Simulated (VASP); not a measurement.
# Rh (P6_3/mmc) in VASP: notebook

The runs below take Rh through single point, with r2SCAN.

Program: VASP 6.6.1. These are calculated values, not measurements. Logs are shortened: lines on timing, memory, paths and dates and some standing lists are left out, and cuts for length are marked.

## (1) The cell of the first run

Symmetry: P6_3/mmc, No. 194, hexagonal system. Conventional cell: a = 2.731 Å, b = 2.731 Å, c = 4.428 Å, α = 90.00°, β = 90.00°, γ = 120.00°. Rh (site symmetry -6m2) has 12 Rh at 2.72 to 2.73 Å within 3.6 Å.

This isn't the form of Rh at room conditions, which is fcc.

## (2) Single point, r2SCAN

Contents of POSCAR:

```
Rh
1.0
    2.7309790000      0.0000000000      0.0000000000
   -1.3654895000      2.3650971912      0.0000000000
    0.0000000000      0.0000000000      4.4284890000
Rh
2
Direct
    0.6666666667      0.3333333333      0.7500000000
    0.3333333333      0.6666666667      0.2500000000
```

Contents of INCAR.step1:

```
PREC = Accurate ; ENCUT = 520
ISMEAR = 1 ; SIGMA = 0.5
LREAL = F ; LASPH = T
NELM = 80 ; NBANDS = 22
GGA = PE ; ALGO = Normal
EDIFF = 1E-4 ; LWAVE = T
LCHARG = F
```

Contents of INCAR.step2:

```
PREC = Accurate ; ENCUT = 520
EDIFF = 1E-6 ; ISMEAR = 1
SIGMA = 0.5 ; LREAL = F
LASPH = T ; NELM = 80
ALGO = Normal ; ISIF = 2
LWAVE = F ; LCHARG = F
METAGGA = R2SCAN ; LMIXTAU = T
NBANDS = 22 ; ISTART = 1
```

Contents of KPOINTS:

```
Automatic mesh
0
Gamma
  11 11 6
```

Potentials or basis: VASP PAW PBE potentials, release 64 (Rh_pv).

Command:

```sh
$ cat potpaw_PBE.64/Rh_pv/POTCAR > POTCAR
$ cp INCAR.step1 INCAR
$ mpirun -np 1 vasp_std > vasp.out
$ cp INCAR.step2 INCAR
$ mpirun -np 1 vasp_std > vasp.out
```

OUTCAR:

```text
PREC = Accurate
   ENCUT = 520
   EDIFF = 1E-6
   ISMEAR = 1
   LREAL = F
   LASPH = T
   NELM = 80
   ISIF = 2
   METAGGA = R2SCAN
   ISTART = 1

 ion  position               nearest neighbor table
   1  0.667  0.333  0.750-   2 2.72   2 2.72   2 2.72   2 2.72   2 2.72   2 2.72
   2  0.333  0.667  0.250-   1 2.72   1 2.72   1 2.72   1 2.72   1 2.72   1 2.72

  LATTYP: Found a hexagonal cell.
 ALAT       =     2.7309790000
 C/A-ratio  =     1.6215756328

  Lattice vectors:

 A1 = (   2.7309790000,   0.0000000000,   0.0000000000)
 A2 = (  -1.3654895000,   2.3650971912,   0.0000000000)
 A3 = (   0.0000000000,   0.0000000000,   4.4284890000)

Analysis of symmetry for initial positions (statically):
=====================================================================
 Subroutine PRICEL returns:
 Original cell was already a primitive cell.

 Routine SETGRP: Setting up the symmetry group for a
 hexagonal supercell.

 Subroutine GETGRP returns: Found 24 space group operations
 (whereof 12 operations were pure point group operations)
 out of a pool of 24 trial point group operations.

The static configuration has the point symmetry D_3d.
 The point group associated with its full space group is D_6h.

Analysis of symmetry for dynamics (positions and initial velocities):
=====================================================================
 Subroutine PRICEL returns:
 Original cell was already a primitive cell.

 Routine SETGRP: Setting up the symmetry group for a
 hexagonal supercell.

 Subroutine GETGRP returns: Found 24 space group operations
 (whereof 12 operations were pure point group operations)
 out of a pool of 24 trial point group operations.

The dynamic configuration has the point symmetry D_3d.
 The point group associated with its full space group is D_6h.

 Subroutine INISYM returns: Found 24 space group operations
 (whereof 12 operations are pure point group operations),
 and found     1 'primitive' translations

----------------------------------------------------------------------------------------

                                     Primitive cell

  volume of cell :      28.6037

  direct lattice vectors                    reciprocal lattice vectors
     2.730979000  0.000000000  0.000000000     0.366169055  0.211407803  0.000000000
    -1.365489500  2.365097191  0.000000000     0.000000000  0.422815605  0.000000000
     0.000000000  0.000000000  4.428489000     0.000000000  0.000000000  0.225810655

  length of vectors
     2.730979000  2.730979000  4.428489000     0.422815605  0.422815605  0.225810655

  position of ions in fractional coordinates (direct lattice)
     0.666666667  0.333333333  0.750000000
     0.333333333  0.666666667  0.250000000

  ion indices of the primitive-cell ions
   primitive index   ion index
                 1           1
                 2           2

----------------------------------------------------------------------------------------

 KPOINTS: Automatic mesh

Automatic generation of k-mesh.
 Grid dimensions read from file:
 generate k-points for:   11   11    6

 Generating k-lattice:

  Cartesian coordinates                     Fractional coordinates (reciprocal lattice)
     0.033288096  0.019218891  0.000000000     0.090909091  0.000000000  0.000000000
     0.000000000  0.038437782  0.000000000     0.000000000  0.090909091  0.000000000
     0.000000000  0.000000000  0.037635109     0.000000000  0.000000000  0.166666667

  Length of vectors
     0.038437782  0.038437782  0.037635109

  Shift w.r.t. Gamma in fractional coordinates (k-lattice)
     0.000000000  0.000000000  0.000000000

 Subroutine IBZKPT returns following result:
 ===========================================

 Found     64 irreducible k-points:

 Following reciprocal coordinates:
            Coordinates               Weight
  0.000000  0.000000  0.000000      1.000000
  0.090909  0.000000  0.000000      6.000000
  0.181818  0.000000  0.000000      6.000000
  0.272727  0.000000  0.000000      6.000000
  0.363636 -0.000000  0.000000      6.000000
  0.454545  0.000000  0.000000      6.000000
[... 16 lines left out ...]
  0.090909  0.090909  0.166667     12.000000
  0.181818  0.090909  0.166667     24.000000
 [... further k-points ...]
   k-points           NKPTS =     64   k-points in BZ     NKDIM =     64   number of bands    NBANDS=     22
   number of dos      NEDOS =    301   number of ions     NIONS =      2
   total plane-waves  NPLWV =  14400
   dimension x,y,z NGX =    20 NGY =   20 NGZ =   36
   dimension x,y,z NGXF=    40 NGYF=   40 NGZF=   72
   ions per type =               2
   NGX,Y,Z   is equivalent  to a cutoff of  12.17, 12.17, 13.51 a.u.
   NGXF,Y,Z  is equivalent  to a cutoff of  24.35, 24.35, 27.03 a.u.
 SYSTEM =  unknown system
   PREC   = accura    normal or accurate (medium, high low for compatibility)
   ISTART =      1    job   : 0-new  1-cont  2-samecut
   ICHARG =      0    charge: 1-file 2-atom 10-const
   ISPIN  =      1    spin polarized calculation?
   LNONCOLLINEAR =      F non collinear calculations
   LSORBIT =      F    spin-orbit coupling
   LASPH  =      T    aspherical Exc in radial PAW
   ENCUT  =  520.0 eV  38.22 Ry    6.18 a.u.   5.08  5.08  8.23*2*pi/ulx,y,z
   NELM   =     80;   NELMIN=  2; NELMDL=  0     # of ELM steps
   EDIFF  = 0.1E-05   stopping-criterion for ELM
   LREAL  =      F    real-space projection
   EDIFFG = 0.1E-04   stopping-criterion for IOM
   NSW    =      0    number of steps for IOM
   IBRION =     -1    ionic relax: 0-MD 1-quasi-New 2-CG
   NFREE  =      0    steps in history (QN), initial steepest desc. (CG)
   ISIF   =      2    stress and relaxation
   ISYM   =      2    0-nonsym 1-usesym 2-fastsym
   POTIM  = 0.5000    time-step for ionic-motion
   TEBEG  =    0.0;   TEEND  =   0.0 temperature during run
   PSTRESS=    0.0 pullay stress
   NELECT =      30.0000    total number of electrons
   NUPDOWN=      -1.0000    fix difference up-down
   EMIN   =  10.00;   EMAX   =-10.00  energy-range for DOS
   EFERMI =   0.00;   METHOD = LEGACY
   ISMEAR =     1;   SIGMA  =   0.50  broadening in eV -4-tet -1-fermi 0-gaus
   EFERMI_NEDOS =   21; number of points for ismear=-14 and -15
   IALGO  =     38    algorithm
   IMIX   =      4    mixing-type and parameters
     AMIX     =   0.40;   BMIX     =  1.00
     AMIX_MAG =   1.60;   BMIX_MAG =  1.00
  volume/ion in A,a.u.               =      14.30        96.51
  Fermi-wavevector in a.u.,A,eV,Ry     =   1.663314  3.143208 37.642067  2.766614
  Thomas-Fermi vector in A             =   2.750053
   LORBIT       =      0    0 simple, 1 ext, 2 COOP (PROOUT), +10 PAW based schemes
   METAGGA = R2SCAN    functional components
   LHFCALC =     F    Hartree Fock is set to
   AEXX    =    0.0000 exact exchange contribution
   IVDW    =     0    specifies the selected vdW correction
   LEPSILON=     F    determine dielectric tensor
   LRPA    =     F    only Hartree local field effects (RPA)
 non-spin polarized calculation
 Methfessel and Paxton  Order N= 1 SIGMA  =   0.50
  energy-cutoff  :      520.00
  volume of cell :       28.60
 maximum number of plane-waves:       785
   NGX = 11   NGY = 11   NGZ = 17

 number of electron      30.0000009 magnetization

 Free energy of the ion-electron system (eV)
  ---------------------------------------------------
  ext. energy  EPLUGINS =         0.00000000
  ---------------------------------------------------
  free energy    TOTEN  =       -48.15578180 eV

  energy without entropy =      -48.11686816  energy(sigma->0) =      -48.14281059

 E-fermi :  11.1046     XC(G=0): -14.9140

 val. band max:       11.1040529831   @ k =   0.1818   0.0000   0.3333
 cond. band min:      11.1087369283   @ k =   0.3636  -0.0000   0.0000
 fundamental gap:      0.0046839452
 Fermi energy:        11.1046468595

 k-point     1 :       0.0000    0.0000    0.0000
  band No.  band energies     occupation
      1     -37.3766      2.00000
      2     -36.7718      2.00000
      3     -36.7718      2.00000
      4     -36.6777      2.00000
      5     -36.6721      2.00000
      6     -36.6721      2.00000
[... 14 lines left out ...]
     21      28.4803      0.00000
     22      28.4803      0.00000

 k-point     2 :       0.0909    0.0000    0.0000
  band No.  band energies     occupation
      1     -37.3587      2.00000
      2     -36.8125      2.00000
      3     -36.7850      2.00000
      4     -36.7144      2.00000
      5     -36.6851      2.00000
      6     -36.6787      2.00000
[... 14 lines left out ...]
     21      28.4808      0.00000
     22      28.4809      0.00000

 k-point     3 :       0.1818    0.0000    0.0000
  band No.  band energies     occupation
      1     -37.3081      2.00000
      2     -36.9219      2.00000
      3     -36.8258      2.00000
      4     -36.8192      2.00000
      5     -36.7075      2.00000
      6     -36.6973      2.00000
[... 14 lines left out ...]
     21      28.4804      0.00000
     22      28.4807      0.00000

 k-point     4 :       0.2727    0.0000    0.0000
  band No.  band energies     occupation
      1     -37.2337      2.00000
      2     -37.0655      2.00000
      3     -36.9677      2.00000
      4     -36.8626      2.00000
      5     -36.7449      2.00000
      6     -36.7229      2.00000
[... 14 lines left out ...]
     21      28.0030      0.00000
     22      28.4806      0.00000

 k-point     5 :       0.3636   -0.0000    0.0000
  band No.  band energies     occupation
      1     -37.1975      2.00000
      2     -37.1503      2.00000
      3     -37.0944      2.00000
      4     -36.9012      2.00000
      5     -36.7941      2.00000
      6     -36.7472      2.00000
[... 417 lines left out ...]
 k-point    22 :       0.4545    0.0000    0.1667
  band No.  band energies     occupation
      1     -37.3051      2.00000
      2     -37.2019      2.00000
      3     -37.0306      2.00000
      4     -36.9131      2.00000
      5     -36.8292      2.00000
      6     -36.7729      2.00000
[... 14 lines left out ...]
     21      25.4498      0.00000
     22      25.9383      0.00000

 k-point    23 :       0.0909    0.0909    0.1667
  band No.  band energies     occupation
      1     -37.2889      2.00000
      2     -36.8683      2.00000
      3     -36.8396      2.00000
      4     -36.7908      2.00000
      5     -36.7128      2.00000
      6     -36.7051      2.00000
[... 14 lines left out ...]
     21      28.4803      0.00000
     22      28.4809      0.00000

 k-point    24 :       0.1818    0.0909    0.1667
  band No.  band energies     occupation
      1     -37.2438      2.00000
      2     -36.9789      2.00000
      3     -36.9506      2.00000
      4     -36.8382      2.00000
      5     -36.7422      2.00000
      6     -36.7321      2.00000
[... 14 lines left out ...]
     21      27.7225      0.00000
     22      28.4808      0.00000

 [... further k-points ...]

------------------------ aborting loop because EDIFF is reached ----------------------------------------

  FORCE on cell =-STRESS in cart. coord.  units (eV):
  Direction    XX          YY          ZZ          XY          YZ          ZX
  --------------------------------------------------------------------------------------
  -------------------------------------------------------------------------------------
  Total       -1.4177872     -1.4177872     -1.6963446      0.0000000     -0.0000000      0.0000000
  in kB      -79.4142988    -79.4142988    -95.0170909      0.0000000     -0.0000000      0.0000000
  external PRESSURE =     -84.6152295 kB  Pullay stress =       0.0000000 kB

 VOLUME and BASIS-vectors are now :
 -----------------------------------------------------------------------------
  energy-cutoff  :      520.00
  volume of cell :       28.60
      direct lattice vectors                 reciprocal lattice vectors
     2.730979000  0.000000000  0.000000000     0.366169055  0.211407803  0.000000000
    -1.365489500  2.365097191  0.000000000     0.000000000  0.422815605  0.000000000
     0.000000000  0.000000000  4.428489000     0.000000000  0.000000000  0.225810655

 POSITION                                       TOTAL-FORCE (eV/Angst)
 -----------------------------------------------------------------------------------
      1.36549      0.78837      3.32137        -0.000000      0.000000      0.000000
     -0.00000      1.57673      1.10712         0.000000     -0.000000      0.000000
 -----------------------------------------------------------------------------------
    total drift:                               -0.000000      0.000000     -0.000000

  FREE ENERGIE OF THE ION-ELECTRON SYSTEM (eV)
  ---------------------------------------------------
  free  energy   TOTEN  =       -48.1557817974 eV

  energy  without entropy=      -48.1168681605  energy(sigma->0) =      -48.14281059
```

It took 2.1 min on 1 thread of Intel Xeon 8259CL, shared host; peak memory 0.17 GiB.

What came out:

- Free energy: -48.1558 eV
- Pressure: -8.5 GPa
- Band gap on the k mesh: zero (bands 15 and 16 overlap by 2.28 eV)

Stress tensor (GPa, compression positive):
```
-7.94  0.00  0.00
 0.00 -7.94  0.00
 0.00  0.00 -9.50
```

Caveat: the cell stands under tension; so wide a smearing shifts energies and pressures; the PAW data sets were made with another functional, which shifts forces and pressure a little.

## (3) Single point, r2SCAN

POSCAR is that of step 2.

Contents of INCAR.step1:

```
  ALGO = Normal
  EDIFF = 1E-4
  ENCUT = 520
  GGA = PE
  ISMEAR = 1
  LASPH = T
  LCHARG = F
  LREAL = F
  LWAVE = T
  NBANDS = 22
  NELM = 100
  PREC = Accurate
  SIGMA = 0.3
```

Contents of INCAR.step2:

```
  ALGO = Normal
  EDIFF = 1E-7
  ENCUT = 520
  ISIF = 2
  ISMEAR = 1
  ISTART = 1
  LASPH = T
  LCHARG = T
  LELF = T
  LMIXTAU = T
  LREAL = F
  LVHAR = T
  LWAVE = F
  METAGGA = R2SCAN
  NBANDS = 22
  NELM = 100
  PREC = Accurate
  SIGMA = 0.3
```

Contents of KPOINTS:

```
k-points
0
Gamma
  11 11 6
```

Potentials or basis: VASP PAW PBE potentials, release 64 (Rh_pv).

Command:

```sh
$ cat potpaw_PBE.64/Rh_pv/POTCAR > POTCAR
$ cp INCAR.step1 INCAR
$ mpirun -np 1 vasp_std > vasp.out
$ cp INCAR.step2 INCAR
$ mpirun -np 1 vasp_std > vasp.out
```

It took 2.7 min on 1 thread of Intel Xeon 8259CL, shared host; peak memory 0.17 GiB.

Results (log left out):

```yaml
Free_energy: -48.1490 eV
Pressure: -8.8 GPa
Band_gap_on_the_k_mesh: zero (bands 15 and 16 overlap by 2.28 eV)
```

Stress tensor (GPa, compression positive):
```
-8.29  0.00  0.00
 0.00 -8.29  0.00
 0.00  0.00 -9.79
```

Levels at points of the mesh, in eV from the Fermi level:
| k point | band 11 | band 12 | band 13 | band 14 | band 15 | band 16 | band 17 | band 18 | band 19 | band 20 |
| --- | --- | --- | --- | --- | --- | --- | --- | --- | --- | --- |
| (0.00, 0.00, 0.00) | -2.95 | -2.45 | -2.45 | -1.85 | -1.85 | 0.14 | 0.14 | 0.91 | 8.65 | 16.68 |
| (0.00, 0.00, 0.50) | -3.06 | -3.06 | -3.06 | -3.06 | -0.43 | -0.43 | -0.43 | -0.43 | 15.35 | 15.35 |

Caveat: the cell stands under tension; so wide a smearing shifts energies and pressures; the PAW data sets were made with another functional, which shifts forces and pressure a little.

[end of part 1 of 2]
